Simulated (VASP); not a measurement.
Runs of VASP 6.6.1 on Nb. The structure is that of space group Im-3m (No. 229), or close to it. The cells are those of the table. 

| cell | further INCAR settings | gap on the mesh (eV) | pressure (GPa) |
| --- | --- | --- | --- |
| a = 2.897 Å, angles 109.9, 108.7, 109.9°, 1 atom | ALGO = Fast; EDIFF = 1e-06; NBANDS = 12 | none | (b) |
| a = 2.933 Å, angles 110.9, 106.7, 110.9°, 1 atom | ALGO = Fast; EDIFF = 1e-07; NBANDS = 12 | none | -10.1 |
| a = 2.926 Å, angles 110.7, 107.1, 110.7°, 1 atom | ALGO = Fast; EDIFF = 1e-06; NBANDS = 12 | none | (a) |
| a = 2.854 Å, angles 108.7, 111.1, 108.7°, 1 atom | ALGO = Fast; EDIFF = 1e-06; NBANDS = 12 | none | 2.2 |
| a = 2.911 Å, angles 110.3, 107.9, 110.3°, 1 atom | ALGO = Fast; EDIFF = 1e-06; NBANDS = 12 | none | -7.4 |

Alike in all rows: task single point; level PBE; potentials or basis VASP PAW PBE potentials, release 64 (Nb_sv); no spin polarisation; k mesh 20 × 20 × 20; cutoff (eV) 520; smearing gaussian 0.15 eV.

Estimate the missing entries.

(a) -9.3; (b) -5.3.

Caveats: the cell stands under tension (at least some runs).

A k mesh can miss the band edges, and the runs leave out spin-orbit coupling on Nb.

A gap of «none» marks levels without a gap at the run's occupations.
